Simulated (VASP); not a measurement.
Here is a VASP 6.6.1 calculation.

The input INCAR:

```
SYSTEM = Al2O3
  PREC = Accurate
  ENCUT = 520
  EDIFF = 1E-6
  ISMEAR = 0
  SIGMA = 0.05
  LREAL = .False.
  LASPH = .True.
  NELM = 80
  ALGO = Normal
  ISIF = 2
  LWAVE = .False.
  LCHARG = .False.
  GGA = PE
  NBANDS = 35
```

Contents of KPOINTS:

```
Automatic mesh
0
Gamma
  6 4 8
  0 0 0
```

POSCAR

```
Al2O3
1.0
    4.7121766311      0.0000000000      0.0000000000
    0.0000000000      9.7035371733      0.0000000000
    0.0000000000      0.0000000000      3.0257116887
Al O
4 6
Direct
    0.4317423466      0.3295573566      0.5000000000
    0.5682576534      0.6704426434      0.5000000000
    0.9317423466      0.1704426434      0.0000000000
    0.0682576534      0.8295573566      0.0000000000
    0.7545470293      0.2269610254      0.5000000000
    0.0000000000      0.0000000000      0.0000000000
    0.7454529707      0.7269610254      0.0000000000
    0.2545470293      0.2730389746      0.0000000000
    0.2454529707      0.7730389746      0.5000000000
    0.5000000000      0.5000000000      0.5000000000
```

Potentials or basis: VASP PAW PBE potentials, release 64 (Al, O).

Command:

```bash
$ cat potpaw_PBE.64/Al/POTCAR potpaw_PBE.64/O/POTCAR > POTCAR
$ mpirun -np 1 vasp_std > vasp.out
```

(1) Predict the pressure.

(2) Predict the band gap on the k mesh.

Results:

(1) 0.0 GPa.

(2) 3.40 eV, direct.
